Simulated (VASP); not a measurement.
**Te2Mo: single point with PBE**

The system is Te2Mo.

```
CELL_PARAMETERS angstrom
1.77341 1.02388 7.10414
-1.77341 1.02388 7.10414
0.00000 -2.04776 7.10414
ATOMIC_POSITIONS crystal
Mo 0.99996 0.99996 0.99996
Te 0.41742 0.41742 0.41742
Te 0.24928 0.24928 0.24928
```

| Item | Value |
| --- | --- |
| Program | VASP 6.6.1 |
| Task | single point |
| Functional | PBE |
| Potentials or basis | VASP PAW PBE potentials, release 64 (Mo_sv, Te) |
| Cutoff | 520 eV |
| k mesh | 6 × 6 × 6 |
| Occupations | gaussian, width 0.01 eV |
| Spin | no spin polarisation |

```
Pressure               : 1.9 GPa
Largest force          : 0.219 eV/Å
Band gap on the k mesh : 0.89 eV, indirect (least direct gap 1.07 eV)
```

Forces on the atoms (eV/Å):
```
Mo   0.000  0.000  0.003
Te   0.000  0.000  0.216
Te   0.000  0.000 -0.219
```

Stress tensor (GPa, compression positive):
```
1.48 0.00 0.00
0.00 1.48 0.00
0.00 0.00 2.84
```

Levels at points of the mesh, in eV from the valence-band top:
| k point | band 11 | band 12 | band 13 | band 14 | band 15 | band 16 |
| --- | --- | --- | --- | --- | --- | --- |
| (0.00, 0.00, 0.00) | -1.09 | -0.96 | -0.43 | 2.82 | 2.82 | 3.28 |
| (0.50, 0.00, 0.00) | -1.53 | -1.02 | -0.41 | 1.26 | 1.48 | 3.11 |
| (0.50, 0.50, 0.00) | -2.10 | -0.83 | -0.63 | 1.21 | 1.63 | 2.80 |
| (0.50, 0.50, 0.50) | -1.07 | -1.07 | 0.00 | 2.97 | 2.97 | 3.11 |

It took 82 s on 1 thread of Intel(R) Xeon(R) Platinum 8559C (Emerald Rapids) (shared host), peak memory 0.39 GiB.

Caveat: spin-orbit coupling is left out, which moves the levels of the heavy elements. A hybrid or GW would open this gap; PBE tends to underestimate it.
